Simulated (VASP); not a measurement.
# TaN (P6_3mc) in VASP: notebook

The runs below take TaN through single point, with PBEsol.

Everything below comes from runs of VASP 6.6.1. Logs are shortened: lines on timing, memory, paths and dates and some standing lists are left out, and cuts for length are marked.

### 1 The cell of the first run

The structure is hexagonal, space group P6_3mc (No. 186). Conventional cell: a = 3.249 Å, b = 3.249 Å, c = 5.811 Å, α = 90.00°, β = 90.00°, γ = 120.00°. Ta (site symmetry 3m) has 4 N at 1.89 to 2.13 Å within 2.5 Å. N (site symmetry 3m) has 4 Ta at 1.89 to 2.13 Å within 2.5 Å.

### 2 Single point, PBEsol (13.28 Å³/atom)

INCAR

```
SYSTEM = TaN
PREC = Accurate
ENCUT = 520
EDIFF = 1E-7
ISMEAR = 0
SIGMA = 0.15
LREAL = .FALSE.
LASPH = .TRUE.
NELM = 60
ALGO = Normal
ISIF = 2
LWAVE = .FALSE.
LCHARG = .FALSE.
GGA = PS
NBANDS = 24
```

KPOINTS

```
Automatic mesh
0
G
  18 18 8
  0 0 0
```

POSCAR

```
TaN
1.0
    3.2489339059      0.0000000000      0.0000000000
   -1.6244669530      2.8136592977      0.0000000000
    0.0000000000      0.0000000000      5.8113680775
Ta N
2 2
Direct
    0.3333333333      0.6666666667      0.0301041378
    0.6666666667      0.3333333333      0.5301041378
    0.3333333333      0.6666666667      0.3548958622
    0.6666666667      0.3333333333      0.8548958622
```

Potentials or basis: VASP PAW PBE potentials, release 64 (Ta_pv, N).

Command:

```bash
> cat potpaw_PBE.64/Ta_pv/POTCAR potpaw_PBE.64/N/POTCAR > POTCAR
> mpirun -np 1 vasp_std > vasp.out
```

OUTCAR:

```text
SYSTEM = TaN
   PREC = Accurate
   ENCUT = 520
   EDIFF = 1E-7
   ISMEAR = 0
   LREAL = .FALSE.
   LASPH = .TRUE.
   NELM = 60
   ISIF = 2
   GGA = PS

 ion  position               nearest neighbor table
   1  0.333  0.667  0.030-   3 1.89   4 2.13   4 2.13   4 2.13   2 3.46   2 3.46   2 3.46   2 3.46
                             2 3.46   2 3.46
   2  0.667  0.333  0.530-   4 1.89   3 2.13   3 2.13   3 2.13   1 3.46   1 3.46   1 3.46   1 3.46
                             1 3.46   1 3.46
   3  0.333  0.667  0.355-   1 1.89   2 2.13   2 2.13   2 2.13
   4  0.667  0.333  0.855-   2 1.89   1 2.13   1 2.13   1 2.13

  LATTYP: Found a hexagonal cell.
 ALAT       =     3.2489339059
 C/A-ratio  =     1.7887000000

  Lattice vectors:

 A1 = (   3.2489339059,   0.0000000000,   0.0000000000)
 A2 = (  -1.6244669530,   2.8136592977,   0.0000000000)
 A3 = (   0.0000000000,   0.0000000000,   5.8113680775)

Analysis of symmetry for initial positions (statically):
=====================================================================
 Subroutine PRICEL returns:
 Original cell was already a primitive cell.

 Routine SETGRP: Setting up the symmetry group for a
 hexagonal supercell.

 Subroutine GETGRP returns: Found 12 space group operations
 (whereof  6 operations were pure point group operations)
 out of a pool of 24 trial point group operations.

The static configuration has the point symmetry C_3v.
 The point group associated with its full space group is C_6v.

Analysis of symmetry for dynamics (positions and initial velocities):
=====================================================================
 Subroutine PRICEL returns:
 Original cell was already a primitive cell.

 Routine SETGRP: Setting up the symmetry group for a
 hexagonal supercell.

 Subroutine GETGRP returns: Found 12 space group operations
 (whereof  6 operations were pure point group operations)
 out of a pool of 24 trial point group operations.

The dynamic configuration has the point symmetry C_3v.
 The point group associated with its full space group is C_6v.

 Subroutine INISYM returns: Found 12 space group operations
 (whereof  6 operations are pure point group operations),
 and found     1 'primitive' translations

----------------------------------------------------------------------------------------

                                     Primitive cell

  volume of cell :      53.1240

  direct lattice vectors                    reciprocal lattice vectors
     3.248933906  0.000000000  0.000000000     0.307793273  0.177704529  0.000000000
    -1.624466953  2.813659298  0.000000000     0.000000000  0.355409058  0.000000000
     0.000000000  0.000000000  5.811368078     0.000000000  0.000000000  0.172076521

  length of vectors
     3.248933906  3.248933906  5.811368078     0.355409058  0.355409058  0.172076521

  position of ions in fractional coordinates (direct lattice)
     0.333333333  0.666666667  0.030104138
     0.666666667  0.333333333  0.530104138
     0.333333333  0.666666667  0.354895862
     0.666666667  0.333333333  0.854895862

  ion indices of the primitive-cell ions
   primitive index   ion index
                 1           1
                 2           2
                 3           3
                 4           4

----------------------------------------------------------------------------------------

 KPOINTS: Automatic mesh

Automatic generation of k-mesh.
 Grid dimensions read from file:
 generate k-points for:   18   18    8

 Generating k-lattice:

  Cartesian coordinates                     Fractional coordinates (reciprocal lattice)
     0.017099626  0.009872474  0.000000000     0.055555556 -0.000000000  0.000000000
     0.000000000  0.019744948  0.000000000     0.000000000  0.055555556  0.000000000
     0.000000000  0.000000000  0.021509565     0.000000000  0.000000000  0.125000000

  Length of vectors
     0.019744948  0.019744948  0.021509565

  Shift w.r.t. Gamma in fractional coordinates (k-lattice)
     0.000000000  0.000000000  0.000000000

 Subroutine IBZKPT returns following result:
 ===========================================

 Found    185 irreducible k-points:

 Following reciprocal coordinates:
            Coordinates               Weight
  0.000000  0.000000  0.000000      1.000000
  0.055556  0.000000  0.000000      6.000000
  0.111111  0.000000  0.000000      6.000000
  0.166667  0.000000  0.000000      6.000000
  0.222222  0.000000  0.000000      6.000000
  0.277778  0.000000  0.000000      6.000000
[... 16 lines left out ...]
  0.333333  0.111111  0.000000     12.000000
  0.388889  0.111111  0.000000     12.000000
 [... further k-points ...]
   k-points           NKPTS =    185   k-points in BZ     NKDIM =    185   number of bands    NBANDS=     24
   number of dos      NEDOS =    301   number of ions     NIONS =      4
   total plane-waves  NPLWV =  27648
   dimension x,y,z NGX =    24 NGY =   24 NGZ =   48
   dimension x,y,z NGXF=    48 NGYF=   48 NGZF=   96
   ions per type =               2   2
   NGX,Y,Z   is equivalent  to a cutoff of  12.28, 12.28, 13.73 a.u.
   NGXF,Y,Z  is equivalent  to a cutoff of  24.56, 24.56, 27.46 a.u.
 SYSTEM =  TaN
   PREC   = accura    normal or accurate (medium, high low for compatibility)
   ISTART =      0    job   : 0-new  1-cont  2-samecut
   ICHARG =      2    charge: 1-file 2-atom 10-const
   ISPIN  =      1    spin polarized calculation?
   LNONCOLLINEAR =      F non collinear calculations
   LSORBIT =      F    spin-orbit coupling
   LASPH  =      T    aspherical Exc in radial PAW
   ENCUT  =  520.0 eV  38.22 Ry    6.18 a.u.   6.04  6.04 10.81*2*pi/ulx,y,z
   NELM   =     60;   NELMIN=  2; NELMDL= -5     # of ELM steps
   EDIFF  = 0.1E-06   stopping-criterion for ELM
   LREAL  =      F    real-space projection
   EDIFFG = 0.1E-05   stopping-criterion for IOM
   NSW    =      0    number of steps for IOM
   IBRION =     -1    ionic relax: 0-MD 1-quasi-New 2-CG
   NFREE  =      0    steps in history (QN), initial steepest desc. (CG)
   ISIF   =      2    stress and relaxation
   ISYM   =      2    0-nonsym 1-usesym 2-fastsym
   POTIM  = 0.5000    time-step for ionic-motion
   TEBEG  =    0.0;   TEEND  =   0.0 temperature during run
   PSTRESS=    0.0 pullay stress
   NELECT =      32.0000    total number of electrons
   NUPDOWN=      -1.0000    fix difference up-down
   EMIN   =  10.00;   EMAX   =-10.00  energy-range for DOS
   EFERMI =   0.00;   METHOD = LEGACY
   ISMEAR =     0;   SIGMA  =   0.15  broadening in eV -4-tet -1-fermi 0-gaus
   EFERMI_NEDOS =   21; number of points for ismear=-14 and -15
   IALGO  =     38    algorithm
   IMIX   =      4    mixing-type and parameters
     AMIX     =   0.40;   BMIX     =  1.00
     AMIX_MAG =   1.60;   BMIX_MAG =  1.00
  volume/ion in A,a.u.               =      13.28        89.62
  Fermi-wavevector in a.u.,A,eV,Ry     =   1.382594  2.612723 26.008425  1.911565
  Thomas-Fermi vector in A             =   2.507270
   LORBIT       =      0    0 simple, 1 ext, 2 COOP (PROOUT), +10 PAW based schemes
   GGA     = PS    functional components
   LHFCALC =     F    Hartree Fock is set to
   AEXX    =    0.0000 exact exchange contribution
   IVDW    =     0    specifies the selected vdW correction
   LEPSILON=     F    determine dielectric tensor
   LRPA    =     F    only Hartree local field effects (RPA)
 non-spin polarized calculation
 Gauss-broadening in eV      SIGMA  =   0.15
  energy-cutoff  :      520.00
  volume of cell :       53.12
 maximum number of plane-waves:      1458
   NGX = 13   NGY = 13   NGZ = 21

 number of electron      32.0000001 magnetization

 Free energy of the ion-electron system (eV)
  ---------------------------------------------------
  ext. energy  EPLUGINS =         0.00000000
  ---------------------------------------------------
  free energy    TOTEN  =       -45.51068100 eV

  energy without entropy =      -45.50104749  energy(sigma->0) =      -45.50586424

 E-fermi :   6.2185     XC(G=0): -12.1880

 val. band max:        6.2155891266   @ k =   0.3333   0.2778   0.1250
 cond. band min:       6.2192103930   @ k =   0.1111   0.0000   0.1250
 fundamental gap:      0.0036212664
 Fermi energy:         6.2185079636

 k-point     1 :       0.0000    0.0000    0.0000
  band No.  band energies     occupation
      1     -29.4528      2.00000
      2     -29.0413      2.00000
      3     -28.8246      2.00000
      4     -28.8246      2.00000
      5     -28.7809      2.00000
      6     -28.7809      2.00000
[... 16 lines left out ...]
     23      11.1433      0.00000
     24      13.0724      0.00000

 k-point     2 :       0.0556    0.0000    0.0000
  band No.  band energies     occupation
      1     -29.4484      2.00000
      2     -29.0422      2.00000
      3     -28.8367      2.00000
      4     -28.8278      2.00000
      5     -28.7938      2.00000
      6     -28.7832      2.00000
[... 16 lines left out ...]
     23      11.3485      0.00000
     24      12.8570      0.00000

 k-point     3 :       0.1111    0.0000    0.0000
  band No.  band energies     occupation
      1     -29.4354      2.00000
      2     -29.0449      2.00000
      3     -28.8715      2.00000
      4     -28.8372      2.00000
      5     -28.8307      2.00000
      6     -28.7900      2.00000
[... 16 lines left out ...]
     23      11.8955      0.00000
     24      12.6160      0.00000
[... 514 lines left out ...]
 k-point    23 :       0.3333    0.1111    0.0000
  band No.  band energies     occupation
      1     -29.2911      2.00000
      2     -29.1597      2.00000
      3     -29.1377      2.00000
      4     -29.0931      2.00000
      5     -28.9414      2.00000
      6     -28.8790      2.00000
[... 16 lines left out ...]
     23      11.5717      0.00000
     24      12.0603      0.00000

 k-point    24 :       0.3889    0.1111    0.0000
  band No.  band energies     occupation
      1     -29.2732      2.00000
      2     -29.1832      2.00000
      3     -29.1674      2.00000
      4     -29.1057      2.00000
      5     -28.9531      2.00000
      6     -28.8879      2.00000
[... 16 lines left out ...]
     23      11.4725      0.00000
     24      12.0835      0.00000

 [... further k-points ...]

------------------------ aborting loop because EDIFF is reached ----------------------------------------

  FORCE on cell =-STRESS in cart. coord.  units (eV):
  Direction    XX          YY          ZZ          XY          YZ          ZX
  --------------------------------------------------------------------------------------
  -------------------------------------------------------------------------------------
  Total       -4.3958719     -4.3958719      6.0941966      0.0000000     -0.0000000      0.0000000
  in kB     -132.5759794   -132.5759794    183.7960916      0.0000000     -0.0000000      0.0000000
  external PRESSURE =     -27.1186224 kB  Pullay stress =       0.0000000 kB

 VOLUME and BASIS-vectors are now :
 -----------------------------------------------------------------------------
  energy-cutoff  :      520.00
  volume of cell :       53.12
      direct lattice vectors                 reciprocal lattice vectors
     3.248933906  0.000000000  0.000000000     0.307793273  0.177704529  0.000000000
    -1.624466953  2.813659298  0.000000000     0.000000000  0.355409058  0.000000000
     0.000000000  0.000000000  5.811368078     0.000000000  0.000000000  0.172076521

 POSITION                                       TOTAL-FORCE (eV/Angst)
 -----------------------------------------------------------------------------------
     -0.00000      1.87577      0.17495        -0.000000      0.000000     -1.860399
      1.62447      0.93789      3.08063         0.000000      0.000000     -1.860399
     -0.00000      1.87577      2.06243        -0.000000     -0.000000      1.860399
      1.62447      0.93789      4.96811         0.000000     -0.000000      1.860399
 -----------------------------------------------------------------------------------
    total drift:                               -0.000000      0.000000      0.000364

  FREE ENERGIE OF THE ION-ELECTRON SYSTEM (eV)
  ---------------------------------------------------
  free  energy   TOTEN  =       -45.5106809982 eV

  energy  without entropy=      -45.5010474882  energy(sigma->0) =      -45.50586424
```

It took 2.3 min on 1 thread of AMD EPYC 7R13 (Zen 3), shared host; peak memory 0.3 GiB.

Results:

| Property | Result |
| --- | --- |
| Free energy | -45.5107 eV |
| Pressure | -2.7 GPa |
| Largest force | 1.860 eV/Å |
| Band gap on the k mesh | zero (bands 16 and 17 overlap by 0.72 eV) |

Forces on the atoms (eV/Å):
```
Ta   0.000  0.000 -1.860
Ta   0.000  0.000 -1.860
N    0.000  0.000  1.860
N    0.000  0.000  1.860
```

Caveat: the PAW data sets were made with another functional, which shifts forces and pressure a little; spin-orbit coupling is left out, which moves the levels of the heavy elements.

[end of part 1 of 2]
